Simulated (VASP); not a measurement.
Write the native input for VASP 6.6.1 that does the following.

```
Task                   : single point
Functional             : r2SCAN
Potentials or basis    : VASP PAW PBE potentials, release 64 (Zn, Cu)
Cutoff                 : 520 eV
k mesh                 : 9 × 9 × 9
Occupations            : fermi-dirac, width 0.05 eV
Spin                   : no spin polarisation
Dipole correction      : no
Further INCAR settings : ALGO = Normal; EDIFF = 1e-06; NBANDS = 18
```

Crystal: ZnCu.

```
Zn Cu
1.0
     2.92073    0.00000    0.00000
     0.00000    2.92073    0.00000
     0.00000    0.00000    2.92073
Zn Cu
1 1
Direct
  0.50000 0.50000 0.50000
  0.00000 0.00000 0.00000
```

These files were run (other wordings do the same):

POSCAR

```
ZnCu
1.0
    2.9207323114      0.0000000000      0.0000000000
    0.0000000000      2.9207323114      0.0000000000
    0.0000000000      0.0000000000      2.9207323114
Zn Cu
1 1
Direct
    0.5000000000      0.5000000000      0.5000000000
    0.0000000000      0.0000000000      0.0000000000
```

INCAR.step1

```
PREC = Accurate ; ENCUT = 520
ISMEAR = -1 ; SIGMA = 0.05
LREAL = F ; LASPH = T
NELM = 60 ; NBANDS = 18
GGA = PE ; ALGO = Normal
EDIFF = 1E-4 ; LWAVE = T
LCHARG = F
```

INCAR.step2

```
PREC = Accurate ; ENCUT = 520
EDIFF = 1E-6 ; ISMEAR = -1
SIGMA = 0.05 ; LREAL = F
LASPH = T ; NELM = 60
ALGO = Normal ; ISIF = 2
LWAVE = F ; LCHARG = F
METAGGA = R2SCAN ; LMIXTAU = T
NBANDS = 18 ; ISTART = 1
```

KPOINTS

```
Automatic mesh
0
Gamma
  9 9 9
```

Potentials or basis: VASP PAW PBE potentials, release 64 (Zn, Cu).

Run with:

```console
$ cat potpaw_PBE.64/Zn/POTCAR potpaw_PBE.64/Cu/POTCAR > POTCAR
$ cp INCAR.step1 INCAR
$ mpirun -np 1 vasp_std > vasp.out
$ cp INCAR.step2 INCAR
$ mpirun -np 1 vasp_std > vasp.out
```

Results of the run:

* Pressure: 0.7 GPa

Caveat: the PAW data sets were made with another functional, which shifts forces and pressure a little.

It took 68 s on 1 thread of Intel Xeon 8259CL, on a shared host, peak memory 0.15 GiB.
